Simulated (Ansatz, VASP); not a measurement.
K2Be2Pt in VASP and in Ansatz

```xyz
5
Lattice="3.7956 0.0000 0.0000 0.0000 3.7956 0.0000 0.0000 0.0000 7.8538" Properties=species:S:1:pos:R:3 pbc="T T T"
K     0.0000    0.0000    5.9669
K     0.0000    0.0000    1.8869
Be    1.8978    1.8978    5.9653
Be    1.8978    1.8978    1.8884
Pt    1.8978    1.8978    3.9269
```

Alike in both runs: task relaxation of cell and atoms; functional PBE; k mesh 4 × 4 × 2; occupations gaussian, width 0.1 eV; no spin polarisation.

```csv
,VASP,Ansatz
version,VASP 6.6.1,Ansatz 0.2.0
potentials or method,"VASP PAW PBE potentials, release 64 (K_sv, Be, Pt), cutoff 600 eV","scalar-relativistic, plane waves, PAW"
valence electrons in the cell,32,40
```

|  | VASP | Ansatz | Ansatz less VASP |
| --- | --- | --- | --- |
| gap on the k mesh at the Fermi level, each at its own relaxed structure (eV) | none | none | - |
| relaxed volume (Å³/atom) | 27.18 | 26.92 | -0.254 |
| relaxed length of the cell vector where the two differ most in proportion (Å) | 4.562 | 4.539 | -0.0221 |

A gap of «none» marks a metal or a gap that the smearing closes. VASP's potentials hold 32 valence electrons a cell and Ansatz's 40, so a difference there can come from the potentials and not from the codes.

The k mesh is coarse, so the values compare programs but aren't converged. Neither program's run includes spin-orbit coupling. Noted on VASP's run: the volume moved by over 15 % at a fixed basis, so the end points are rough.
